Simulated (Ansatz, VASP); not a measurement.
**SiC: VASP beside Ansatz**

INCAR

```
SYSTEM = SiC
  PREC = Accurate
  ENCUT = 520
  EDIFF = 1E-7
  ISMEAR = 0
  SIGMA = 0.05
  LREAL = .FALSE.
  LASPH = .TRUE.
  NELM = 80
  ALGO = Normal
  ISIF = 2
  LWAVE = .FALSE.
  LCHARG = .FALSE.
  GGA = PE
  NBANDS = 26
```

Contents of KPOINTS:

```
regular mesh
0
G
  12 12 4
  0 0 0
```

The input POSCAR:

```
SiC
1.0
    3.0941201807      0.0000000000      0.0000000000
   -1.5470600903      2.6795866789      0.0000000000
    0.0000000000      0.0000000000     10.1293391985
Si C
4 4
Direct
    0.6666666667      0.3333333333      0.9378441878
    0.3333333333      0.6666666667      0.4378441878
   -0.0581748573     -0.0581748573      0.6878995565
    0.0000000000      0.0000000000      0.1878995565
    0.6666666667      0.3333333333      0.7498074459
    0.3333333333      0.6666666667      0.2498074459
    0.0000000000      0.0000000000      0.5004478098
    0.0000000000      0.0000000000      0.0004478098
```

Input for Ansatz:

```yaml
crystal:
  lattice:
    - [3.0941201807, 0.0, 0.0]
    - [-1.5470600903, 2.6795866789, 0.0]
    - [0.0, 0.0, 10.1293391985]
  atoms:
    - { symbol: Si, position: [0.6666666667, 0.3333333333, 0.9378441878] }
    - { symbol: Si, position: [0.3333333333, 0.6666666667, 0.4378441878] }
    - { symbol: Si, position: [-0.0581748573, -0.0581748573, 0.6878995565] }
    - { symbol: Si, position: [0.0, 0.0, 0.1878995565] }
    - { symbol: C, position: [0.6666666667, 0.3333333333, 0.7498074459] }
    - { symbol: C, position: [0.3333333333, 0.6666666667, 0.2498074459] }
    - { symbol: C, position: [0.0, 0.0, 0.5004478098] }
    - { symbol: C, position: [0.0, 0.0, 0.0004478098] }
basis:
  ecutwfc: 420
kpoints:
  mp_grid: { grid: [12, 12, 4] }
hamiltonian:
  xc: pbe
scf:
  occupations: { method: gaussian, width: 0.05 }
output:
  forces: true
  stress: true
  eigenvalues: true
```

Alike in both runs: task single point; functional PBE; k mesh 12 × 12 × 4; occupations gaussian, width 0.05 eV; no spin polarisation.

|  | VASP | Ansatz |
| --- | --- | --- |
| version | VASP 6.6.1 | Ansatz 0.2.0 |
| potentials or method | VASP PAW PBE potentials, release 64 (Si, C), cutoff 520 eV | scalar-relativistic, plane waves, PAW |
| valence electrons in the cell | 32 | 32 |

Ansatz gave:

* gap on the k mesh at the Fermi level (eV): 1.83
* least direct gap on the mesh (eV): 3.17
* pressure (GPa): 1.0
* traceless stress, the component that is largest in VASP (GPa): 2.74
* rms of the force components (eV/Å): 1.004

Q: Estimate VASP's values.

A: gap on the k mesh at the Fermi level (eV): 1.82; least direct gap on the mesh (eV): 3.17; pressure (GPa): 0.9; traceless stress, the component that is largest in VASP (GPa): 2.73; rms of the force components (eV/Å): 1.004.

Atom by atom the forces differ by 0.001 eV/Å (rms over components). The functional is the same, so the differences come from potentials, cutoffs and numerics.
